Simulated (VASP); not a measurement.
Runs of VASP 6.6.1 on ZrB. The structure is that of space group I4/mmm (No. 139), or close to it. The cells are those of the table. 

| cell | gap on the mesh (eV) | pressure (GPa) |
| --- | --- | --- |
| a = 3.687, b = 3.687, c = 3.339 Å, angles 63.1, 63.1, 53.8°, 2 atoms | none | -8.3 |
| a = 3.429, b = 3.429, c = 3.532 Å, angles 59.0, 59.0, 62.0°, 2 atoms | none | -5.2 |
| a = 3.268, b = 3.268, c = 3.459 Å, angles 58.0, 58.0, 63.9°, 2 atoms | none | 20.1 |
| a = 3.502, b = 3.502, c = 3.171 Å, angles 63.1, 63.1, 53.8°, 2 atoms | none | (a) |
| a = 3.498, b = 3.498, c = 3.280 Å, angles 62.0, 62.0, 55.9°, 2 atoms | none | (b) |
| a = 3.428, b = 3.428, c = 3.724 Å, angles 57.1, 57.1, 65.8°, 2 atoms | none | -5.4 |
| a = 3.633, b = 3.633, c = 3.407 Å, angles 62.0, 62.0, 55.9°, 2 atoms | none | -12.4 |
| a = 3.339, b = 3.339, c = 3.439 Å, angles 59.0, 59.0, 62.0°, 2 atoms | none | 9.2 |

Alike in all rows: task single point; level LDA; potentials or basis VASP PAW LDA potentials, release 64 (Zr_sv, B); no spin polarisation; k mesh 18 × 18 × 18; cutoff (eV) 520; smearing gaussian 0.15 eV.

**Question.** Fill in the values left out.

**Answer.** (a) 16.8; (b) 4.4.

A k mesh can miss the band edges, and the runs leave out spin-orbit coupling on Zr.

A gap of «none» marks levels without a gap at the run's occupations.
